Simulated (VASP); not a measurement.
A run of VASP 6.6.1 is set up as follows.

POSCAR

```
Mn
1.0
    2.2290535044      0.0000000000      0.0000000000
    0.0000000000      2.2290535044      0.0000000000
    0.0000000000      0.0000000000      2.2290535044
Mn
1
Direct
    0.0000000000      0.0000000000      0.0000000000
```

Contents of INCAR.step1:

```
SYSTEM = Mn
ALGO = Normal
EDIFF = 1E-4
ENCUT = 520
GGA = PE
ISMEAR = -1
LASPH = .TRUE.
LCHARG = .FALSE.
LREAL = .FALSE.
LWAVE = .TRUE.
NBANDS = 12
NELM = 100
PREC = Accurate
SIGMA = 0.1
```

File INCAR.step2:

```
SYSTEM = Mn
ALGO = Normal
EDIFF = 1E-6
ENCUT = 520
ISIF = 2
ISMEAR = -1
ISTART = 1
LASPH = .TRUE.
LCHARG = .TRUE.
LELF = .TRUE.
LMIXTAU = .TRUE.
LREAL = .FALSE.
LVHAR = .TRUE.
LWAVE = .FALSE.
METAGGA = R2SCAN
NBANDS = 12
NELM = 100
PREC = Accurate
SIGMA = 0.1
```

The input KPOINTS:

```
k-points
0
G
  16 16 16
  0 0 0
```

Potentials or basis: VASP PAW PBE potentials, release 64 (Mn_pv).

Command:

```sh
$ cat potpaw_PBE.64/Mn_pv/POTCAR > POTCAR
$ cp INCAR.step1 INCAR
$ mpirun -np 1 vasp_std > vasp.out
$ cp INCAR.step2 INCAR
$ mpirun -np 1 vasp_std > vasp.out
```

Question: What does it give for the pressure?

Answer: 11.4 GPa.

Caveat: the PAW data sets were made with another functional, which shifts forces and pressure a little; the run has no spin polarisation, though such a crystal can be magnetic. Spin polarisation is off, so any magnetic state and its effect on volume and gap are missing.
